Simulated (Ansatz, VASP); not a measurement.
**Co: VASP beside Ansatz**

```
Co
1.0
     2.48736    0.00000    0.00000
    -1.24368    2.15412    0.00000
     0.00000    0.00000    4.06329
Co
2
Direct
  0.66667 0.33333 0.25986
  0.33333 0.66667 0.74014
```

Alike in both runs: task single point; functional PBE; k mesh 14 × 14 × 8; occupations fermi-dirac, width 0.1 eV; collinear spin.

|  | VASP | Ansatz |
| --- | --- | --- |
| version | VASP 6.6.1 | Ansatz 0.2.0 |
| potentials or method | VASP PAW PBE potentials, release 64 (Co) | PAW with Ansatz's default frozen-core files, scalar-relativistic |
| plane-wave cutoff (eV) | 520 | 420 |
| valence electrons in the cell | 18 | 34 |

Ansatz gave:

```
pressure (GPa)                                                : 0.5
traceless stress, the component that is largest in VASP (GPa) : -1.16
rms of the force components (eV/Å)                            : 0.306
net moment per atom (μB)                                      : 1.61
size of the moment on the site where the two differ most (μB) : 1.69
```

Question: Which values does VASP return?

Answer: Pressure (GPa): -0.3; traceless stress, the component that is largest in VASP (GPa): -1.19; rms of the force components (eV/Å): 0.298; net moment per atom (μB): 1.60; size of the moment on the site where the two differ most (μB): 1.62.

Site moments also hang on the region over which each program counts them. Atom by atom the forces differ by 0.007 eV/Å (rms over components). VASP's potentials hold 18 valence electrons a cell and Ansatz's 34, so a difference there can come from the potentials and not from the codes.
